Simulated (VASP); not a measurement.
Ru:

```
Ru
1.0
     2.70580    0.00000    0.00000
    -1.35290    2.34329    0.00000
     0.00000    0.00000    4.28190
Ru
2
Direct
  0.33333 0.66667 0.25000
  0.66667 0.33333 0.75000
```

* Program: VASP 6.6.1
* Task: relaxation of cell and atoms
* Functional: PBEsol
* Potentials or basis: VASP PAW PBE potentials, release 64 (Ru_pv)
* Cutoff: 600 eV
* k mesh: 18 × 18 × 10
* Occupations: gaussian, width 0.1 eV
* Spin: no spin polarisation

At the start: pressure -6.4 GPa; volume 13.57 Å³/atom.

Problem. Where does the relaxation end?

Solution. Over 4 steps the energy falls by 5.3 meV/atom and the volume is 13.31 Å³/atom (-1.9 %); space group P6_3/mmc (No. 194, to 0.05 Å).

The path:
| step | energy change (eV) | largest force (eV/Å) | pressure (GPa) | volume (Å³) |
| --- | --- | --- | --- | --- |
| 1 | 0.0000 | 0.0000 | -6.43 | 27.15 |
| 2 | 0.1030 | 0.0000 | 24.63 | 25.06 |
| 3 | -0.0107 | 0.0000 | -0.20 | 26.64 |
| 4 | -0.0107 | 0.0000 | 0.03 | 26.63 |

Final structure:
```
CELL_PARAMETERS angstrom
2.68912 0.00000 0.00000
-1.34456 2.32885 0.00000
0.00000 0.00000 4.25208
ATOMIC_POSITIONS crystal
Ru 0.33333 0.66667 0.25000
Ru 0.66667 0.33333 0.75000
```

Caveat: the PAW data sets were made with another functional, which shifts forces and pressure a little.
